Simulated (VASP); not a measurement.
# C (P6_3/mmc) in VASP: electric field gradients with PBE

Aim: the electric field gradients of C with PBE.

The COD entry that gives the cell may itself be a prediction, so a difference from it is no test against experiment.

All numbers are computed with VASP 6.6.1; they aren't measurements. Logs are shortened: lines on timing, memory, paths and dates and some standing lists are left out, and cuts for length are marked.

### 1 The cell of the first run

Symmetry: P6_3/mmc, No. 194, hexagonal system. Conventional cell: a = 2.522 Å, b = 2.522 Å, c = 12.356 Å, α = 90.00°, β = 90.00°, γ = 120.00°. C (site symmetry 3m) has 4 C at 1.54 Å within 2.1 Å. Within 2.1 Å of C (site symmetry 3m) lie 4 C at 1.54 Å. C (site symmetry 3m) has 4 C at 1.54 Å within 2.1 Å.

### 2 Electric field gradients, PBE

INCAR reads:

```
PREC = Accurate
ENCUT = 520
EDIFF = 1E-8
ISMEAR = -4
SIGMA = 0.1
LREAL = False
LASPH = True
NELM = 80
ALGO = Normal
ISIF = 2
LWAVE = False
LCHARG = False
GGA = PE
LEFG = True
NBANDS = 36
```

KPOINTS reads:

```
regular mesh
0
Gamma
  14 14 3
```

POSCAR reads:

```
C
1.0
    2.5221000000      0.0000000000      0.0000000000
   -1.2610500000      2.1842026709      0.0000000000
    0.0000000000      0.0000000000     12.3557000000
C
12
Direct
    0.0000000000      0.0000000000      0.1875000000
    0.0000000000      0.0000000000      0.6875000000
    0.0000000000      0.0000000000      0.3125000000
    0.0000000000      0.0000000000      0.8125000000
    0.3333333333      0.6666666667      0.5208300000
    0.6666666667      0.3333333333      0.0208300000
    0.3333333333      0.6666666667      0.9791700000
    0.6666666667      0.3333333333      0.4791700000
    0.3333333333      0.6666666667      0.6458300000
    0.6666666667      0.3333333333      0.1458300000
    0.3333333333      0.6666666667      0.8541700000
    0.6666666667      0.3333333333      0.3541700000
```

Potentials or basis: VASP PAW PBE potentials, release 64 (C).

Started as:

```
$ cat potpaw_PBE.64/C/POTCAR > POTCAR
$ mpirun -np 1 vasp_std > vasp.out
```

OUTCAR:

```text
PREC = Accurate
   ENCUT = 520
   EDIFF = 1E-8
   ISMEAR = -4
   LREAL = False
   LASPH = True
   NELM = 80
   ISIF = 2
   GGA = PE

 ion  position               nearest neighbor table
   1  0.000  0.000  0.188-   3 1.54  10 1.54  10 1.54  10 1.54
   2  0.000  0.000  0.688-   4 1.54   9 1.54   9 1.54   9 1.54
   3  0.000  0.000  0.312-   1 1.54  12 1.54  12 1.54  12 1.54
   4  0.000  0.000  0.812-   2 1.54  11 1.54  11 1.54  11 1.54
   5  0.333  0.667  0.521-   8 1.54   8 1.54   8 1.54   9 1.54
   6  0.667  0.333  0.021-   7 1.54   7 1.54   7 1.54  10 1.54
   7  0.333  0.667  0.979-   6 1.54   6 1.54   6 1.54  11 1.54
   8  0.667  0.333  0.479-   5 1.54   5 1.54   5 1.54  12 1.54
   9  0.333  0.667  0.646-   5 1.54   2 1.54   2 1.54   2 1.54
  10  0.667  0.333  0.146-   6 1.54   1 1.54   1 1.54   1 1.54
  11  0.333  0.667  0.854-   7 1.54   4 1.54   4 1.54   4 1.54
  12  0.667  0.333  0.354-   8 1.54   3 1.54   3 1.54   3 1.54

  LATTYP: Found a hexagonal cell.
 ALAT       =     2.5221000000
 C/A-ratio  =     4.8989730780

  Lattice vectors:

 A1 = (   2.5221000000,   0.0000000000,   0.0000000000)
 A2 = (  -1.2610500000,   2.1842026709,   0.0000000000)
 A3 = (   0.0000000000,   0.0000000000,  12.3557000000)

Analysis of symmetry for initial positions (statically):
=====================================================================
 Subroutine PRICEL returns:
 Original cell was already a primitive cell.

 Routine SETGRP: Setting up the symmetry group for a
 hexagonal supercell.

 Subroutine GETGRP returns: Found 24 space group operations
 (whereof 12 operations were pure point group operations)
 out of a pool of 24 trial point group operations.

The static configuration has the point symmetry D_3d.
 The point group associated with its full space group is D_6h.

Analysis of symmetry for dynamics (positions and initial velocities):
=====================================================================
 Subroutine PRICEL returns:
 Original cell was already a primitive cell.

 Routine SETGRP: Setting up the symmetry group for a
 hexagonal supercell.

 Subroutine GETGRP returns: Found 24 space group operations
 (whereof 12 operations were pure point group operations)
 out of a pool of 24 trial point group operations.

The dynamic configuration has the point symmetry D_3d.
 The point group associated with its full space group is D_6h.

 Subroutine INISYM returns: Found 24 space group operations
 (whereof 12 operations are pure point group operations),
 and found     1 'primitive' translations

----------------------------------------------------------------------------------------

                                     Primitive cell

  volume of cell :      68.0648

  direct lattice vectors                    reciprocal lattice vectors
     2.522100000  0.000000000  0.000000000     0.396494984  0.228916486  0.000000000
    -1.261050000  2.184202671  0.000000000     0.000000000  0.457832972  0.000000000
     0.000000000  0.000000000 12.355700000     0.000000000  0.000000000  0.080934306

  length of vectors
     2.522100000  2.522100000 12.355700000     0.457832972  0.457832972  0.080934306

  position of ions in fractional coordinates (direct lattice)
     0.000000000  0.000000000  0.187500000
     0.000000000  0.000000000  0.687500000
     0.000000000  0.000000000  0.312500000
     0.000000000  0.000000000  0.812500000
     0.333333333  0.666666667  0.520830000
     0.666666667  0.333333333  0.020830000
     0.333333333  0.666666667  0.979170000
     0.666666667  0.333333333  0.479170000
     0.333333333  0.666666667  0.645830000
     0.666666667  0.333333333  0.145830000
     0.333333333  0.666666667  0.854170000
     0.666666667  0.333333333  0.354170000

  ion indices of the primitive-cell ions
   primitive index   ion index
                 1           1
[... 102 lines left out ...]
   IALGO  =     38    algorithm
   IMIX   =      4    mixing-type and parameters
     AMIX     =   0.40;   BMIX     =  1.00
     AMIX_MAG =   1.60;   BMIX_MAG =  1.00
  volume/ion in A,a.u.               =       5.67        38.28
  Fermi-wavevector in a.u.,A,eV,Ry     =   1.457184  2.753678 28.890408  2.123385
  Thomas-Fermi vector in A             =   2.574015
   LORBIT       =      0    0 simple, 1 ext, 2 COOP (PROOUT), +10 PAW based schemes
   GGA     = PE    functional components
   LHFCALC =     F    Hartree Fock is set to
   AEXX    =    0.0000 exact exchange contribution
   IVDW    =     0    specifies the selected vdW correction
   LEPSILON=     F    determine dielectric tensor
   LRPA    =     F    only Hartree local field effects (RPA)
 non-spin polarized calculation
 Fermi weights with tetrahedron method witout Bloechl corrections
  energy-cutoff  :      520.00
  volume of cell :       68.06
 maximum number of plane-waves:      1852
 NGX is ok and might be reduce to    20
   NGX =  9   NGY =  9   NGZ = 45

 number of electron      47.9999995 magnetization

 Free energy of the ion-electron system (eV)
  ---------------------------------------------------
  ext. energy  EPLUGINS =         0.00000000
  ---------------------------------------------------
  free energy    TOTEN  =      -109.02214794 eV

  energy without entropy =     -109.02214794  energy(sigma->0) =     -109.02214794

 E-fermi :   9.8952     XC(G=0): -13.2490

 val. band max:        9.8227629983   @ k =   0.0000   0.0000   0.0000
 cond. band min:      14.1773233975   @ k =   0.3571  -0.0000   0.0000
 fundamental gap:      4.3545603991
 Fermi energy:         9.8952083277

 k-point     1 :       0.0000    0.0000    0.0000
  band No.  band energies     occupation
      1     -11.7566      2.00000
      2     -11.0109      2.00000
      3     -10.9656      2.00000
      4      -8.7453      2.00000
      5      -8.7226      2.00000
      6      -5.9571      2.00000
[... 925 lines left out ...]
     35      21.6237      0.00000
     36      22.2804      0.00000

 [... further k-points ...]
[... 5 lines left out ...]
  --------------------------------------------------------------------------------------
  -------------------------------------------------------------------------------------
  Total        0.0093331      0.0093331      3.4841495      0.0000000     -0.0000000      0.0000000
  in kB        0.2196917      0.2196917     82.0133928      0.0000000     -0.0000000      0.0000000
  external PRESSURE =      27.4842587 kB  Pullay stress =       0.0000000 kB

 VOLUME and BASIS-vectors are now :
 -----------------------------------------------------------------------------
  energy-cutoff  :      520.00
  volume of cell :       68.06
      direct lattice vectors                 reciprocal lattice vectors
     2.522100000  0.000000000  0.000000000     0.396494984  0.228916486  0.000000000
    -1.261050000  2.184202671  0.000000000     0.000000000  0.457832972  0.000000000
     0.000000000  0.000000000 12.355700000     0.000000000  0.000000000  0.080934306

 POSITION                                       TOTAL-FORCE (eV/Angst)
 -----------------------------------------------------------------------------------
      0.00000      0.00000      2.31669         0.000000      0.000000     -0.331895
      0.00000      0.00000      8.49454        -0.000000      0.000000     -0.331895
      0.00000      0.00000      3.86116         0.000000     -0.000000      0.331895
      0.00000      0.00000     10.03901         0.000000      0.000000      0.331895
     -0.00000      1.45614      6.43522        -0.000000     -0.000000      0.026849
      1.26105      0.72807      0.25737        -0.000000      0.000000      0.026849
     -0.00000      1.45614     12.09833        -0.000000     -0.000000     -0.026849
      1.26105      0.72807      5.92048        -0.000000      0.000000     -0.026849
     -0.00000      1.45614      7.97968         0.000000      0.000000     -0.309740
      1.26105      0.72807      1.80183         0.000000     -0.000000     -0.309740
     -0.00000      1.45614     10.55387         0.000000      0.000000      0.309740
      1.26105      0.72807      4.37602        -0.000000     -0.000000      0.309740
 -----------------------------------------------------------------------------------
    total drift:                               -0.000000      0.000000      0.000000

  FREE ENERGIE OF THE ION-ELECTRON SYSTEM (eV)
  ---------------------------------------------------
  free  energy   TOTEN  =      -109.0221479352 eV

  energy  without entropy=     -109.0221479352  energy(sigma->0) =     -109.02214794

 Electric field gradients (V/A^2)
---------------------------------------------------------------------
 ion       V_xx      V_yy      V_zz      V_xy      V_xz      V_yz
---------------------------------------------------------------------
   1      -0.564    -0.564     1.128     0.000     0.000    -0.000
   2      -0.564    -0.564     1.128     0.000    -0.000     0.000
   3      -0.564    -0.564     1.128     0.000    -0.000     0.000
   4      -0.564    -0.564     1.128     0.000     0.000    -0.000
   5      -0.075    -0.076     0.151    -0.000    -0.000     0.000
   6      -0.075    -0.076     0.151    -0.000     0.000    -0.000
   7      -0.075    -0.076     0.151    -0.000     0.000    -0.000
   8      -0.075    -0.076     0.151    -0.000    -0.000     0.000
   9       0.112     0.111    -0.223    -0.000     0.000    -0.000
  10       0.112     0.111    -0.223    -0.000    -0.000     0.000
  11       0.112     0.111    -0.223    -0.000    -0.000     0.000
  12       0.112     0.111    -0.223    -0.000     0.000    -0.000
---------------------------------------------------------------------

 Electric field gradients after diagonalization (V/A^2)
 (convention: |V_zz| > |V_xx| > |V_yy|)
----------------------------------------------------------------------
 ion       V_xx      V_yy      V_zz     asymmetry (V_yy - V_xx)/ V_zz
----------------------------------------------------------------------
   1      -0.564    -0.564     1.128       0.000
   2      -0.564    -0.564     1.128       0.000
   3      -0.564    -0.564     1.128       0.000
   4      -0.564    -0.564     1.128       0.000
   5      -0.076    -0.075     0.151       0.007
   6      -0.076    -0.075     0.151       0.007
   7      -0.076    -0.075     0.151       0.007
   8      -0.076    -0.075     0.151       0.007
   9       0.112     0.111    -0.223       0.005
  10       0.112     0.111    -0.223       0.005
  11       0.112     0.111    -0.223       0.005
  12       0.112     0.111    -0.223       0.005
----------------------------------------------------------------------

           NMR quadrupolar parameters

 Cq : quadrupolar parameter    Cq=e*Q*V_zz/h
 eta: asymmetry parameters     (V_yy - V_xx)/ V_zz
 Q  : nuclear electric quadrupole moment in mb (millibarn)
----------------------------------------------------------------------
 ion       Cq(MHz)       eta       Q (mb)
----------------------------------------------------------------------
   1       0.003       0.000       1.000
   2       0.003       0.000       1.000
   3       0.003       0.000       1.000
   4       0.003       0.000       1.000
   5       0.000       0.007       1.000
   6       0.000       0.007       1.000
   7       0.000       0.007       1.000
   8       0.000       0.007       1.000
   9      -0.001       0.005       1.000
  10      -0.001       0.005       1.000
  11      -0.001       0.005       1.000
  12      -0.001       0.005       1.000
----------------------------------------------------------------------
```

Wall time 3.6 min (1 thread of AMD EPYC 7R43 (Zen 3), shared host); peak memory 0.17 GiB.

What came out:

| Quantity | Value |
| --- | --- |
| Free energy | -109.0221 eV |
| Pressure | 2.7 GPa |
| Largest force | 0.332 eV/Å |
| Band gap on the k mesh | 4.35 eV, indirect (least direct gap 5.30 eV) |

Forces in eV/Å, atoms in the order of the input:
```
C    0.000  0.000 -0.332
C    0.000  0.000 -0.332
C    0.000  0.000  0.332
C    0.000  0.000  0.332
C    0.000  0.000  0.027
C    0.000  0.000  0.027
C    0.000  0.000 -0.027
C    0.000  0.000 -0.027
C    0.000  0.000 -0.310
C    0.000  0.000 -0.310
C    0.000  0.000  0.310
C    0.000  0.000  0.310
```

Electric field gradients, principal values (V/Å²):
| atom | least | middle | greatest (by size) |
| --- | --- | --- | --- |
| 1 C | -0.564 | -0.564 | 1.128 |
| 2 C | -0.564 | -0.564 | 1.128 |
| 3 C | -0.564 | -0.564 | 1.128 |
| 4 C | -0.564 | -0.564 | 1.128 |
| 5 C | -0.075 | -0.076 | 0.151 |
| 6 C | -0.075 | -0.076 | 0.151 |
| 7 C | -0.075 | -0.076 | 0.151 |
| 8 C | -0.075 | -0.076 | 0.151 |
| 9 C | 0.111 | 0.112 | -0.223 |
| 10 C | 0.111 | 0.112 | -0.223 |
| 11 C | 0.111 | 0.112 | -0.223 |
| 12 C | 0.111 | 0.112 | -0.223 |

Caveat: without QUAD_EFG the Cq values of the log hold for a quadrupole moment of 1 mb, not for the nuclei.
